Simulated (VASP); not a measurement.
# BiTe (P1) in VASP: single point with r2SCAN

Aim: the single point of BiTe with r2SCAN.

Everything below comes from runs of VASP 6.6.1. Logs are shortened: lines on timing, memory, paths and dates and some standing lists are left out, and cuts for length are marked.

### 1 The cell of the first run

The typed cell holds 2 atoms: a = 5.021 Å, b = 5.099 Å, c = 5.089 Å, α = 60.23°, β = 59.58°, γ = 59.53°.

### 2 Single point, r2SCAN (atoms moved at random and the cell strained at random)

File POSCAR:

```
BiTe
1.0
    0.0500388851      3.5470900487      3.5534238455
    3.5988742890     -0.0091414181      3.6126041488
    3.5948030833      3.6021991463     -0.0050702125
Bi Te
1 1
Direct
    0.0317676549     -0.0044989518      0.0215864077
    0.2182323451      0.2544989518      0.2284135923
```

File INCAR.step1:

```
SYSTEM = BiTe
ALGO = Normal ; EDIFF = 1E-4
ENCUT = 520 ; GGA = PE
ISMEAR = 0 ; LASPH = .True.
LCHARG = .False. ; LREAL = .False.
LWAVE = .True. ; NBANDS = 18
NELM = 60 ; PREC = Accurate
SIGMA = 0.05
```

File INCAR.step2:

```
SYSTEM = BiTe
ALGO = Normal ; EDIFF = 1E-7
ENCUT = 520 ; ISIF = 2
ISMEAR = 0 ; ISTART = 1
LASPH = .True. ; LCHARG = .False.
LMIXTAU = .True. ; LREAL = .False.
LWAVE = .False. ; METAGGA = R2SCAN
NBANDS = 18 ; NELM = 60
PREC = Accurate ; SIGMA = 0.05
```

File KPOINTS:

```
k-points
0
Gamma
  8 8 8
  0 0 0
```

Potentials or basis: VASP PAW PBE potentials, release 64 (Bi_d, Te).

The run is started by

```
$ cat potpaw_PBE.64/Bi_d/POTCAR potpaw_PBE.64/Te/POTCAR > POTCAR
$ cp INCAR.step1 INCAR
$ mpirun -np 1 vasp_std > vasp.out
$ cp INCAR.step2 INCAR
$ mpirun -np 1 vasp_std > vasp.out
```

OUTCAR:

```text
SYSTEM = BiTe
   EDIFF = 1E-7
   ENCUT = 520
   ISIF = 2
   ISMEAR = 0
   ISTART = 1
   LASPH = .True.
   LREAL = .False.
   METAGGA = R2SCAN
   NELM = 60
   PREC = Accurate

 ion  position               nearest neighbor table
   1  0.032  0.996  0.022-   2 2.71   2 3.12   2 3.32   2 3.33
   2  0.218  0.254  0.228-   1 2.71   1 3.12   1 3.32   1 3.33

  Warning from LATTYP: Got some problem with cell dimensions!
  Tried to take original basis but could not verify dimensions!
  LATTYP: Found a triclinic cell.
 ALAT       =     8.8020880008
 B/A-ratio  =     0.5807359638
 C/A-ratio  =     1.3869198636
 COS(alpha) =     0.0005181977
 COS(beta)  =     0.4626052143
 COS(gamma) =     0.8709567347

  Lattice vectors:

 A1 = (  -3.5406929925,  -3.6664496620,   7.1761684193)
 A2 = (   0.0040712057,  -3.6113405644,   3.6176743613)
 A3 = (  -7.0435607170,   7.0482124179,   7.0527376002)

Analysis of symmetry for initial positions (statically):
=====================================================================
 Subroutine PRICEL returns:
 Original cell was already a primitive cell.

 Routine SETGRP: Setting up the symmetry group for a
 triclinic supercell.

 Subroutine GETGRP returns: Found  1 space group operations
 (whereof  1 operations were pure point group operations)
 out of a pool of  2 trial point group operations.

The static configuration has the point symmetry C_1 .

Analysis of symmetry for dynamics (positions and initial velocities):
=====================================================================
 Subroutine PRICEL returns:
 Original cell was already a primitive cell.

 Routine SETGRP: Setting up the symmetry group for a
 triclinic supercell.

 Subroutine GETGRP returns: Found  1 space group operations
 (whereof  1 operations were pure point group operations)
 out of a pool of  2 trial point group operations.

The dynamic configuration has the point symmetry C_1 .

 Subroutine INISYM returns: Found  1 space group operations
 (whereof  1 operations are pure point group operations),
 and found     1 'primitive' translations

----------------------------------------------------------------------------------------

                                     Primitive cell

  volume of cell :      91.6611

  direct lattice vectors                    reciprocal lattice vectors
     0.050038885  3.547090049  3.553423845    -0.141971660  0.141879738  0.141791106
     3.598874289 -0.009141418  3.612604149     0.139842638 -0.139362476  0.137144823
     3.594803083  3.602199146 -0.005070212     0.140154556  0.137545372 -0.139273844

  length of vectors
     5.021072866  5.099302742  5.089054294     0.245744847  0.240388364  0.240747238

  position of ions in fractional coordinates (direct lattice)
     0.031767655  0.995501048  0.021586408
     0.218232345  0.254498952  0.228413592

  ion indices of the primitive-cell ions
   primitive index   ion index
                 1           1
                 2           2

----------------------------------------------------------------------------------------

 KPOINTS: k-points

Automatic generation of k-mesh.
 Grid dimensions read from file:
 generate k-points for:    8    8    8

 Generating k-lattice:

  Cartesian coordinates                     Fractional coordinates (reciprocal lattice)
    -0.017746457  0.017734967  0.017723888     0.125000000  0.000000000  0.000000000
     0.017480330 -0.017420310  0.017143103    -0.000000000  0.125000000 -0.000000000
     0.017519319  0.017193172 -0.017409231    -0.000000000  0.000000000  0.125000000

  Length of vectors
     0.030718106  0.030048545  0.030093405

  Shift w.r.t. Gamma in fractional coordinates (k-lattice)
     0.000000000  0.000000000  0.000000000

 Subroutine IBZKPT returns following result:
 ===========================================

 Found    260 irreducible k-points:

 Following reciprocal coordinates:
            Coordinates               Weight
  0.000000  0.000000  0.000000      1.000000
  0.125000 -0.000000 -0.000000      2.000000
  0.250000 -0.000000 -0.000000      2.000000
  0.375000 -0.000000 -0.000000      2.000000
  0.500000 -0.000000 -0.000000      1.000000
 -0.000000  0.125000  0.000000      2.000000
[... 16 lines left out ...]
  0.125000  0.375000  0.000000      2.000000
  0.250000  0.375000  0.000000      2.000000
 [... further k-points ...]
   k-points           NKPTS =    260   k-points in BZ     NKDIM =    260   number of bands    NBANDS=     18
   number of dos      NEDOS =    301   number of ions     NIONS =      2
   total plane-waves  NPLWV =  64000
   dimension x,y,z NGX =    40 NGY =   40 NGZ =   40
   dimension x,y,z NGXF=    80 NGYF=   80 NGZF=   80
   ions per type =               1   1
   NGX,Y,Z   is equivalent  to a cutoff of  13.24, 13.04, 13.07 a.u.
   NGXF,Y,Z  is equivalent  to a cutoff of  26.49, 26.08, 26.13 a.u.
 SYSTEM =  BiTe
   PREC   = accura    normal or accurate (medium, high low for compatibility)
   ISTART =      1    job   : 0-new  1-cont  2-samecut
   ICHARG =      0    charge: 1-file 2-atom 10-const
   ISPIN  =      1    spin polarized calculation?
   LNONCOLLINEAR =      F non collinear calculations
   LSORBIT =      F    spin-orbit coupling
   LASPH  =      T    aspherical Exc in radial PAW
   ENCUT  =  520.0 eV  38.22 Ry    6.18 a.u.   9.34  9.48  9.46*2*pi/ulx,y,z
   NELM   =     60;   NELMIN=  2; NELMDL=  0     # of ELM steps
   EDIFF  = 0.1E-06   stopping-criterion for ELM
   LREAL  =      F    real-space projection
   EDIFFG = 0.1E-05   stopping-criterion for IOM
   NSW    =      0    number of steps for IOM
   IBRION =     -1    ionic relax: 0-MD 1-quasi-New 2-CG
   NFREE  =      0    steps in history (QN), initial steepest desc. (CG)
   ISIF   =      2    stress and relaxation
   ISYM   =      2    0-nonsym 1-usesym 2-fastsym
   POTIM  = 0.5000    time-step for ionic-motion
   TEBEG  =    0.0;   TEEND  =   0.0 temperature during run
   PSTRESS=    0.0 pullay stress
   NELECT =      21.0000    total number of electrons
   NUPDOWN=      -1.0000    fix difference up-down
   EMIN   =  10.00;   EMAX   =-10.00  energy-range for DOS
   EFERMI =   0.00;   METHOD = LEGACY
   ISMEAR =     0;   SIGMA  =   0.05  broadening in eV -4-tet -1-fermi 0-gaus
   EFERMI_NEDOS =   21; number of points for ismear=-14 and -15
   IALGO  =     38    algorithm
   IMIX   =      4    mixing-type and parameters
     AMIX     =   0.40;   BMIX     =  1.00
     AMIX_MAG =   1.60;   BMIX_MAG =  1.00
  volume/ion in A,a.u.               =      45.83       309.28
  Fermi-wavevector in a.u.,A,eV,Ry     =   1.001735  1.893005 13.653087  1.003474
  Thomas-Fermi vector in A             =   2.134177
   LORBIT       =      0    0 simple, 1 ext, 2 COOP (PROOUT), +10 PAW based schemes
   METAGGA = R2SCAN    functional components
   LHFCALC =     F    Hartree Fock is set to
   AEXX    =    0.0000 exact exchange contribution
   IVDW    =     0    specifies the selected vdW correction
   LEPSILON=     F    determine dielectric tensor
   LRPA    =     F    only Hartree local field effects (RPA)
 non-spin polarized calculation
 Gauss-broadening in eV      SIGMA  =   0.05
  energy-cutoff  :      520.00
  volume of cell :       91.66
 maximum number of plane-waves:      2492
 NGX is ok and might be reduce to    40
   NGX = 19   NGY = 19   NGZ = 19

 number of electron      20.9999999 magnetization

 Free energy of the ion-electron system (eV)
  ---------------------------------------------------
  ext. energy  EPLUGINS =         0.00000000
  ---------------------------------------------------
  free energy    TOTEN  =       -83.25387473 eV

  energy without entropy =      -83.25193209  energy(sigma->0) =      -83.25290341

 E-fermi :   3.7251     XC(G=0):  -8.3332

 val. band max:        3.7246302759   @ k =   0.0000   0.0000   0.1250
 cond. band min:       3.7252803942   @ k =   0.1250   0.1250   0.1250
 fundamental gap:      0.0006501183
 Fermi energy:         3.7250694566

 k-point     1 :       0.0000    0.0000    0.0000
  band No.  band energies     occupation
      1     -20.2395      2.00000
      2     -20.1794      2.00000
      3     -20.1496      2.00000
      4     -20.1305      2.00000
      5     -20.1281      2.00000
      6     -10.0147      2.00000
[... 10 lines left out ...]
     17      10.8487      0.00000
     18      11.2768      0.00000

 k-point     2 :       0.1250   -0.0000   -0.0000
  band No.  band energies     occupation
      1     -20.2395      2.00000
      2     -20.1794      2.00000
      3     -20.1495      2.00000
      4     -20.1305      2.00000
      5     -20.1279      2.00000
      6      -9.9400      2.00000
[... 10 lines left out ...]
     17      10.6213      0.00000
     18      12.1113      0.00000

 k-point     3 :       0.2500   -0.0000   -0.0000
  band No.  band energies     occupation
      1     -20.2393      2.00000
      2     -20.1794      2.00000
      3     -20.1493      2.00000
      4     -20.1306      2.00000
      5     -20.1272      2.00000
      6      -9.7409      2.00000
[... 10 lines left out ...]
     17      10.8087      0.00000
     18      13.6767      0.00000

 k-point     4 :       0.3750   -0.0000   -0.0000
  band No.  band energies     occupation
      1     -20.2392      2.00000
      2     -20.1794      2.00000
      3     -20.1489      2.00000
      4     -20.1309      2.00000
      5     -20.1263      2.00000
      6      -9.5055      2.00000
[... 375 lines left out ...]
      4     -20.1286      2.00000
      5     -20.1281      2.00000
      6      -9.3576      2.00000
[... 10 lines left out ...]
     17      10.6954      0.00000
     18      13.0280      0.00000

 k-point    23 :       0.1250    0.3750    0.0000
  band No.  band energies     occupation
      1     -20.2376      2.00000
      2     -20.1773      2.00000
      3     -20.1504      2.00000
      4     -20.1288      2.00000
      5     -20.1281      2.00000
      6      -9.3588      2.00000
[... 10 lines left out ...]
     17      11.2454      0.00000
     18      12.9641      0.00000

 k-point    24 :       0.2500    0.3750    0.0000
  band No.  band energies     occupation
      1     -20.2380      2.00000
      2     -20.1767      2.00000
      3     -20.1500      2.00000
      4     -20.1295      2.00000
      5     -20.1275      2.00000
      6      -9.2285      2.00000
[... 10 lines left out ...]
     17      12.2517      0.00000
     18      13.0766      0.00000

 [... further k-points ...]

------------------------ aborting loop because EDIFF is reached ----------------------------------------

  FORCE on cell =-STRESS in cart. coord.  units (eV):
  Direction    XX          YY          ZZ          XY          YZ          ZX
  --------------------------------------------------------------------------------------
  -------------------------------------------------------------------------------------
  Total        1.1154767      1.1127531      1.1048886      0.7355738      0.6215927      1.4991389
  in kB       19.4978267     19.4502190     19.3127537     12.8573644     10.8650462     26.2039980
  external PRESSURE =      19.4202665 kB  Pullay stress =       0.0000000 kB

 VOLUME and BASIS-vectors are now :
 -----------------------------------------------------------------------------
  energy-cutoff  :      520.00
  volume of cell :       91.66
      direct lattice vectors                 reciprocal lattice vectors
     0.050038885  3.547090049  3.553423845    -0.141971660  0.141879738  0.141791106
     3.598874289 -0.009141418  3.612604149     0.139842638 -0.139362476  0.137144823
     3.594803083  3.602199146 -0.005070212     0.140154556  0.137545372 -0.139273844

 POSITION                                       TOTAL-FORCE (eV/Angst)
 -----------------------------------------------------------------------------------
      3.66187      0.18134      3.70913        -0.549500     -0.875386     -0.575215
      1.74793      1.59455      1.69372         0.549500      0.875386      0.575215
 -----------------------------------------------------------------------------------
    total drift:                               -0.000313     -0.000127     -0.000029

  FREE ENERGIE OF THE ION-ELECTRON SYSTEM (eV)
  ---------------------------------------------------
  free  energy   TOTEN  =       -83.2538747347 eV

  energy  without entropy=      -83.2519320874  energy(sigma->0) =      -83.25290341
```

It took 16 min on 1 thread of AMD EPYC 9R45 (Zen 5), shared host; peak memory 0.55 GiB.

What came out:

- Free energy: -83.2539 eV
- Pressure: 1.9 GPa
- Largest force: 1.183 eV/Å

Forces in eV/Å, atoms in the order of the input:
```
Bi  -0.549 -0.875 -0.575
Te   0.549  0.875  0.575
```

Caveat: the cell differs from its parent crystal (atoms moved at random and the cell strained at random); the PAW data sets were made with another functional, which shifts forces and pressure a little; spin-orbit coupling is left out, which moves the levels of the heavy elements.
